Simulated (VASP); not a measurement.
# ZrS2 (P-3m1) in VASP: a series of runs

The runs below take ZrS2 through single point, with r2SCAN, HSE06.

All numbers are computed with VASP 6.6.1; they aren't measurements. Logs are shortened: lines on timing, memory, paths and dates and some standing lists are left out, and cuts for length are marked.

### Step 1. The cell of the first run

It takes space group P-3m1 (No. 164, trigonal). Conventional cell: a = 3.748 Å, b = 3.748 Å, c = 5.798 Å, α = 90.00°, β = 90.00°, γ = 120.00°. Within 3.4 Å of Zr (site symmetry -3m) lie 6 S at 2.58 Å. Within 3.4 Å of S (site symmetry 3m) lie 3 Zr at 2.58 Å.

### Step 2. Single point, r2SCAN, non-collinear spin, zero start, spin-orbit coupling (epitaxial xy strain +2.0%)

The input, POSCAR:

```
ZrS2
1.0
    3.7478870667      0.0000000000      0.0000000000
   -1.8739435333      3.2457654103      0.0000000000
    0.0000000000      0.0000000000      5.7982877114
Zr S
1 2
Direct
    0.0000000000      0.0000000000      0.0000000000
    0.3333333333      0.6666666667      0.2427972949
    0.6666666667      0.3333333333      0.7572027051
```

The input, INCAR.step1:

```
SYSTEM = ZrS2
  PREC = Accurate
  ENCUT = 550
  ISMEAR = -1
  SIGMA = 0.02
  LREAL = .False.
  LASPH = .True.
  NELM = 200
  LNONCOLLINEAR = .True.
  MAGMOM = 0 0 0 0 0 0 0 0 0
  LSORBIT = .True.
  GGA_COMPAT = .False.
  LMAXMIX = 4
  NBANDS = 37
  GGA = PE
  ALGO = Normal
  EDIFF = 1E-5
  LWAVE = .True.
  LCHARG = .False.
```

The input, INCAR.step2:

```
SYSTEM = ZrS2
  PREC = Accurate
  ENCUT = 550
  EDIFF = 1E-6
  ISMEAR = -1
  SIGMA = 0.02
  LREAL = .False.
  LASPH = .True.
  NELM = 200
  ALGO = Normal
  ISIF = 2
  LWAVE = .False.
  LCHARG = .False.
  LNONCOLLINEAR = .True.
  MAGMOM = 0 0 0 0 0 0 0 0 0
  LORBIT = 11
  LSORBIT = .True.
  GGA_COMPAT = .False.
  LORBMOM = .True.
  LMAXMIX = 4
  METAGGA = R2SCAN
  LMIXTAU = .True.
  NBANDS = 37
  ISTART = 1
```

The input, KPOINTS:

```
Automatic mesh
0
Gamma
  12 12 4
  0 0 0
```

Potentials or basis: VASP PAW PBE potentials, release 64 (Zr_sv, S).

On the command line:

```console
$ cat potpaw_PBE.64/Zr_sv/POTCAR potpaw_PBE.64/S/POTCAR > POTCAR
$ cp INCAR.step1 INCAR
$ mpirun -np 1 vasp_ncl > vasp.out
$ cp INCAR.step2 INCAR
$ mpirun -np 1 vasp_ncl > vasp.out
```

OUTCAR:

```text
SYSTEM = ZrS2
   PREC = Accurate
   ENCUT = 550
   EDIFF = 1E-6
   ISMEAR = -1
   LREAL = .False.
   LASPH = .True.
   NELM = 200
   ISIF = 2
   LNONCOLLINEAR = .True.
   LORBIT = 11
   LSORBIT = .True.
   METAGGA = R2SCAN
   ISTART = 1

 ion  position               nearest neighbor table
   1  0.000  0.000  0.000-   2 2.58   3 2.58   2 2.58   3 2.58   3 2.58   2 2.58
   2  0.333  0.667  0.243-   1 2.58   1 2.58   1 2.58
   3  0.667  0.333  0.757-   1 2.58   1 2.58   1 2.58

  LATTYP: Found a hexagonal cell.
 ALAT       =     3.7478870667
 C/A-ratio  =     1.5470817579

  Lattice vectors:

 A1 = (   3.7478870667,   0.0000000000,   0.0000000000)
 A2 = (  -1.8739435333,   3.2457654103,   0.0000000000)
 A3 = (   0.0000000000,   0.0000000000,   5.7982877114)

Analysis of symmetry for initial positions (statically):
=====================================================================
 Subroutine PRICEL returns:
 Original cell was already a primitive cell.

 Routine SETGRP: Setting up the symmetry group for a
 hexagonal supercell.

 Subroutine GETGRP returns: Found 12 space group operations
 (whereof 12 operations were pure point group operations)
 out of a pool of 24 trial point group operations.

The static configuration has the point symmetry D_3d.

Analysis of symmetry for dynamics (positions and initial velocities):
=====================================================================
 Subroutine PRICEL returns:
 Original cell was already a primitive cell.

 Routine SETGRP: Setting up the symmetry group for a
 hexagonal supercell.

 Subroutine GETGRP returns: Found 12 space group operations
 (whereof 12 operations were pure point group operations)
 out of a pool of 24 trial point group operations.

The dynamic configuration has the point symmetry D_3d.

Analysis of structural, dynamic, and magnetic symmetry:
=====================================================================
 Subroutine PRICEL returns:
 Original cell was already a primitive cell.

 Routine SETGRP: Setting up the symmetry group for a
 hexagonal supercell.

 Subroutine GETGRP returns: Found 12 space group operations
 (whereof 12 operations were pure point group operations)
 out of a pool of 24 trial point group operations.

The overall configuration has the point symmetry D_3d.

 Subroutine INISYM returns: Found 12 space group operations
 (whereof 12 operations are pure point group operations),
 and found     1 'primitive' translations

----------------------------------------------------------------------------------------

                                     Primitive cell

  volume of cell :      70.5348

  direct lattice vectors                    reciprocal lattice vectors
     3.747887067  0.000000000  0.000000000     0.266817004  0.154046869  0.000000000
    -1.873943533  3.245765410  0.000000000     0.000000000  0.308093739  0.000000000
     0.000000000  0.000000000  5.798287711     0.000000000  0.000000000  0.172464709

  length of vectors
     3.747887067  3.747887067  5.798287711     0.308093739  0.308093739  0.172464709

  position of ions in fractional coordinates (direct lattice)
     0.000000000  0.000000000  0.000000000
     0.333333333  0.666666667  0.242797295
     0.666666667  0.333333333  0.757202705

  ion indices of the primitive-cell ions
   primitive index   ion index
                 1           1
                 2           2
                 3           3

----------------------------------------------------------------------------------------

 KPOINTS: Automatic mesh

Automatic generation of k-mesh.
 Grid dimensions read from file:
 generate k-points for:   12   12    4

 Generating k-lattice:

  Cartesian coordinates                     Fractional coordinates (reciprocal lattice)
     0.022234750  0.012837239  0.000000000     0.083333333 -0.000000000  0.000000000
     0.000000000  0.025674478  0.000000000     0.000000000  0.083333333  0.000000000
     0.000000000  0.000000000  0.043116177     0.000000000  0.000000000  0.250000000

[... 100 lines left out ...]

 Free energy of the ion-electron system (eV)
  ---------------------------------------------------
  ext. energy  EPLUGINS =         0.00000000
  ---------------------------------------------------
  free energy    TOTEN  =       -44.20285105 eV

  energy without entropy =      -44.20285105  energy(sigma->0) =      -44.20285105

 E-fermi :   4.6515     XC(G=0):  -9.9469

 val. band max:        4.2490299245   @ k =   0.0000   0.0000   0.0000
 cond. band min:       5.5144751966   @ k =   0.5000   0.0000   0.5000
 fundamental gap:      1.2654452721
 Fermi energy:         4.6515151081

 k-point     1 :       0.0000    0.0000    0.0000
  band No.  band energies     occupation
      1     -46.6837      1.00000
      2     -46.6837      1.00000
      3     -25.0964      1.00000
      4     -25.0964      1.00000
      5     -23.4107      1.00000
      6     -23.4107      1.00000
[... 925 lines left out ...]
     35      11.6454      0.00000
     36      11.6454      0.00000

 [... further k-points ...]

 [bands above 36 left out]

------------------------ aborting loop because EDIFF is reached ----------------------------------------

  FORCE on cell =-STRESS in cart. coord.  units (eV):
  Direction    XX          YY          ZZ          XY          YZ          ZX
  --------------------------------------------------------------------------------------
  -------------------------------------------------------------------------------------
  Total       -1.0242741     -1.0242741      0.3879440     -0.0000000      0.0000000     -0.0000000
  in kB      -23.2660885    -23.2660885      8.8120356     -0.0000000      0.0000000     -0.0000000
  external PRESSURE =     -12.5733804 kB  Pullay stress =       0.0000000 kB

 VOLUME and BASIS-vectors are now :
 -----------------------------------------------------------------------------
  energy-cutoff  :      550.00
  volume of cell :       70.53
      direct lattice vectors                 reciprocal lattice vectors
     3.747887067  0.000000000  0.000000000     0.266817004  0.154046869  0.000000000
    -1.873943533  3.245765410  0.000000000     0.000000000  0.308093739  0.000000000
     0.000000000  0.000000000  5.798287711     0.000000000  0.000000000  0.172464709

 POSITION                                       TOTAL-FORCE (eV/Angst)
 -----------------------------------------------------------------------------------
      0.00000      0.00000      0.00000         0.000000      0.000000      0.000000
     -0.00000      2.16384      1.40781        -0.000000      0.000000     -0.035640
      1.87394      1.08192      4.39048        -0.000000     -0.000000      0.035640
 -----------------------------------------------------------------------------------
    total drift:                                0.000000      0.000000      0.000000

  FREE ENERGIE OF THE ION-ELECTRON SYSTEM (eV)
  ---------------------------------------------------
  free  energy   TOTEN  =       -44.2028510523 eV

  energy  without entropy=      -44.2028510523  energy(sigma->0) =      -44.20285105

 orbital moment (x)

 # of ion     p       d       tot
 ----------------------------------------
  1         0.000  -0.000  -0.000
  2        -0.000   0.000  -0.000
  3        -0.000   0.000  -0.000
 ----------------------------------------
           -0.000  -0.000  -0.000

 orbital moment (y)

 # of ion     p       d       tot
 ----------------------------------------
  1        -0.000   0.000   0.000
  2        -0.000   0.000  -0.000
  3        -0.000   0.000  -0.000
 ----------------------------------------
           -0.000   0.000  -0.000

 orbital moment (z)

 # of ion     p       d       tot
 ----------------------------------------
  1         0.000   0.000   0.000
  2         0.000   0.000   0.000
  3         0.000   0.000   0.000
 ----------------------------------------
            0.000   0.000   0.000

 Spin-Orbit-Coupling matrix elements

 Ion:    1  E_soc:     -0.1307988
 l=   1
     0.0000000    -0.0212474    -0.0212679
    -0.0212474     0.0000000    -0.0212474
    -0.0212679    -0.0212474     0.0000000
 l=   2
     0.0000000    -0.0001264     0.0000000    -0.0001264    -0.0003955
    -0.0001264     0.0000000    -0.0002876    -0.0001603    -0.0001264
     0.0000000    -0.0002876     0.0000000    -0.0002876     0.0000000
    -0.0001264    -0.0001603    -0.0002876     0.0000000    -0.0001264
    -0.0003955    -0.0001264     0.0000000    -0.0001264     0.0000000
 l=   3
     0.0000000     0.0000000     0.0000000     0.0000000     0.0000000     0.0000000     0.0000000
     0.0000000     0.0000000     0.0000000     0.0000000     0.0000000     0.0000000     0.0000000
     0.0000000     0.0000000     0.0000000     0.0000000     0.0000000     0.0000000     0.0000000
     0.0000000     0.0000000     0.0000000     0.0000000     0.0000000     0.0000000     0.0000000
[... 29 lines left out ...]
 l=   2
     0.0000000     0.0000000     0.0000000     0.0000000     0.0000000
     0.0000000     0.0000000     0.0000000     0.0000000     0.0000000
     0.0000000     0.0000000     0.0000000     0.0000000     0.0000000
     0.0000000     0.0000000     0.0000000     0.0000000     0.0000000
     0.0000000     0.0000000     0.0000000     0.0000000     0.0000000
 l=   3
     0.0000000     0.0000000     0.0000000     0.0000000     0.0000000     0.0000000     0.0000000
     0.0000000     0.0000000     0.0000000     0.0000000     0.0000000     0.0000000     0.0000000
     0.0000000     0.0000000     0.0000000     0.0000000     0.0000000     0.0000000     0.0000000
     0.0000000     0.0000000     0.0000000     0.0000000     0.0000000     0.0000000     0.0000000
     0.0000000     0.0000000     0.0000000     0.0000000     0.0000000     0.0000000     0.0000000
     0.0000000     0.0000000     0.0000000     0.0000000     0.0000000     0.0000000     0.0000000
     0.0000000     0.0000000     0.0000000     0.0000000     0.0000000     0.0000000     0.0000000

 total charge

# of ion       s       p       d       tot
------------------------------------------
    1        2.162   6.020   1.348   9.530
    2        1.332   2.444   0.000   3.775
    3        1.332   2.444   0.000   3.775
--------------------------------------------------
tot          4.826  10.907   1.348  17.081

 magnetization (x)

# of ion       s       p       d       tot
------------------------------------------
    1       -0.000   0.000   0.000  -0.000
    2        0.000   0.000   0.000   0.000
    3        0.000   0.000   0.000   0.000
--------------------------------------------------
tot          0.000   0.000   0.000   0.000

 magnetization (y)

# of ion       s       p       d       tot
------------------------------------------
    1        0.000   0.000   0.000   0.000
    2       -0.000   0.000   0.000  -0.000
    3        0.000   0.000   0.000   0.000
--------------------------------------------------
tot         -0.000   0.000   0.000  -0.000

 magnetization (z)

# of ion       s       p       d       tot
------------------------------------------
    1        0.000   0.000   0.000   0.000
    2        0.000   0.000   0.000   0.000
    3        0.000   0.000   0.000   0.000
--------------------------------------------------
tot          0.000   0.000   0.000   0.000
```

It took 22 min on 1 thread of Intel Xeon 6975P-C (Granite Rapids), shared host; peak memory 0.62 GiB.

What came out:

| Item | Value |
| --- | --- |
| Free energy | -44.2029 eV |
| Pressure | -1.3 GPa |
| Largest force | 0.036 eV/Å |
| Net moment | 0.00 μB per cell |
| Valence electrons inside the program's atomic spheres | Zr 9.53; S 3.77 |

Forces on the atoms (eV/Å):
```
Zr   0.000  0.000  0.000
S    0.000  0.000 -0.036
S    0.000  0.000  0.036
```

Stress tensor (GPa, compression positive):
```
-2.33  0.00  0.00
 0.00 -2.33  0.00
 0.00  0.00  0.88
```

Moments on the atoms (μB; x, y, z):
```
Zr  0.00 0.00 0.00
S   0.00 0.00 0.00
S   0.00 0.00 0.00
```

Caveat: the cell differs from its parent crystal (epitaxial xy strain +2.0%); the PAW data sets were made with another functional, which shifts forces and pressure a little.

[end of part 1 of 2]
